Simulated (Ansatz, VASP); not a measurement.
**TaN in VASP and in Ansatz**

```
CELL_PARAMETERS angstrom
2.92396 0.00000 0.00000
-1.46198 2.53223 0.00000
0.00000 0.00000 2.87078
ATOMIC_POSITIONS crystal
Ta 0.00000 0.00000 0.50000
N 0.66667 0.33333 0.00000
```

Alike in both runs: functional PBEsol; k mesh 18 × 18 × 16; occupations fermi-dirac, width 0.05 eV; no spin polarisation.

Ansatz relaxed the structure, and its values are those at the end. VASP's run is a single point on that final structure, the one shown.

```csv
,VASP,Ansatz
version,VASP 6.6.1,Ansatz 0.2.0
potentials or method,"VASP PAW PBE potentials, release 64 (Ta_pv, N)","PAW with Ansatz's default frozen-core files, scalar-relativistic"
plane-wave cutoff (eV),520,420
valence electrons in the cell,16,18
```

```tsv
	VASP	Ansatz	Ansatz less VASP
pressure (GPa)	0.8	0.0	-0.85
```

VASP's potentials were made for PBE, not for PBEsol. With one functional, cell and mesh, what is left measures potentials, basis and numerics. VASP's potentials hold 16 valence electrons a cell and Ansatz's 18, so a difference there can come from the potentials and not from the codes.

Spin-orbit coupling is off throughout.
